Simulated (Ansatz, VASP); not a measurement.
**EuO: VASP beside Ansatz**

```
Eu O
1.0
     0.00000    2.36203    2.36203
     2.36203    0.00000    2.36203
     2.36203    2.36203    0.00000
Eu O
1 1
Direct
  0.00000 0.00000 0.00000
  0.50000 0.50000 0.50000
```

Alike in both runs: task single point; functional PBE; k mesh 10 × 10 × 10; occupations gaussian, width 0.05 eV; collinear spin; Hubbard terms Eu f U = 6.0 eV.

```csv
,VASP,Ansatz
version,VASP 6.6.1,Ansatz 0.2.0
potentials or method,"VASP PAW PBE potentials, release 64 (Eu, O), cutoff 600 eV","scalar-relativistic, plane waves, PAW"
valence electrons in the cell,23,23
```

|  | VASP | Ansatz | Ansatz less VASP |
| --- | --- | --- | --- |
| gap on the k mesh at the Fermi level (eV) | none | none | - |
| net moment per atom (μB) | 3.50 | 3.50 | +0.003 |
| size of the moment on the site where the two differ most (μB) | 6.71 | 6.59 | -0.112 |

Site moments also hang on the region over which each program counts them. The programs project onto different local orbitals, so the same U acts differently, and such runs can settle in different states. A gap of «none» marks a metal or a gap that the smearing closes. Ansatz's warnings: filled band counts differ across k points.

Neither program's run includes spin-orbit coupling.
